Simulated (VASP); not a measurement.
Input of a VASP 6.6.1 run:

File INCAR:

```
SYSTEM = CO2
PREC = Accurate ; ENCUT = 520
EDIFF = 1E-7 ; ISMEAR = 1
SIGMA = 0.1 ; LREAL = .False.
LASPH = .True. ; NELM = 60
ALGO = Normal ; ISIF = 2
LWAVE = .False. ; LCHARG = .True.
GGA = PS ; LELF = .True.
LVHAR = .True. ; NBANDS = 25
```

The input KPOINTS:

```
Automatic mesh
0
Gamma
  2 2 1
  0 0 0
```

The input POSCAR:

```
CO2
1.0
    3.5563470000      0.0000000000      0.0000000000
    0.3510493974      3.5389784268      0.0000000000
    0.0000000000      0.0000000000      6.5871750000
C O
2 4
Direct
   -0.0371443834     -0.0051664627      0.0141757278
    0.5480339662      0.4698884253      0.5055929135
    0.7907221142      0.2312203979      0.9184829612
    0.1736302602      0.7799886485      0.1064627856
    0.6815199459      0.3191618778      0.3621792346
    0.3459524171      0.6961133138      0.5980337550
```

Potentials or basis: VASP PAW PBE potentials, release 64 (C, O).

Command:

```console
$ cat potpaw_PBE.64/C/POTCAR potpaw_PBE.64/O/POTCAR > POTCAR
$ mpirun -np 1 vasp_std > vasp.out
```

(1) Predict the band gap on the k mesh.

(2) Predict the pressure.

(3) Predict the largest force.

Results:

(1) 4.98 eV, indirect (least direct gap 5.55 eV).

(2) 0.5 GPa.

(3) 3.733 eV/Å.

Caveat: the k points lie up to 0.95 Å⁻¹ apart; the PAW data sets were made with another functional, which shifts forces and pressure a little.
